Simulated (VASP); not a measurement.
## AlRu: single point with PBE

Crystal: AlRu.

```
CELL_PARAMETERS angstrom
2.99160 0.00000 0.00000
0.00000 2.99160 0.00000
0.00000 0.00000 2.99160
ATOMIC_POSITIONS crystal
Al 0.00000 0.00000 0.00000
Ru 0.50000 0.50000 0.50000
```

```json
{
  "Program": "VASP 6.6.1",
  "Task": "single point",
  "Functional": "PBE",
  "Potentials or basis": "VASP PAW PBE potentials, release 64 (Al, Ru_pv)",
  "Cutoff": "520 eV",
  "k mesh": "10 × 10 × 10",
  "Occupations": "fermi-dirac, width 0.05 eV",
  "Spin": "no spin polarisation"
}
```

* Pressure: 2.6 GPa

Levels at points of the mesh, in eV from the Fermi level:
```
           k point  band 6  band 7  band 8  band 9  band 10  band 11  band 12  band 13
(0.00, 0.00, 0.00)   -3.59    0.16    0.16    0.16     6.07     6.07     6.07    10.96
(0.50, 0.00, 0.00)   -2.79   -1.62   -1.62    0.41     2.27     7.43    11.02    11.02
(0.50, 0.50, 0.00)   -1.38   -1.38   -1.19   -1.19     1.51     5.29     6.22    10.58
(0.50, 0.50, 0.50)   -4.65    1.60    1.60    2.57     4.12     4.12     4.12     8.52
```

Wall time 6.8 s on 1 thread of Intel(R) Xeon(R) 6975P-C (Granite Rapids) (shared host), peak memory 0.15 GiB.
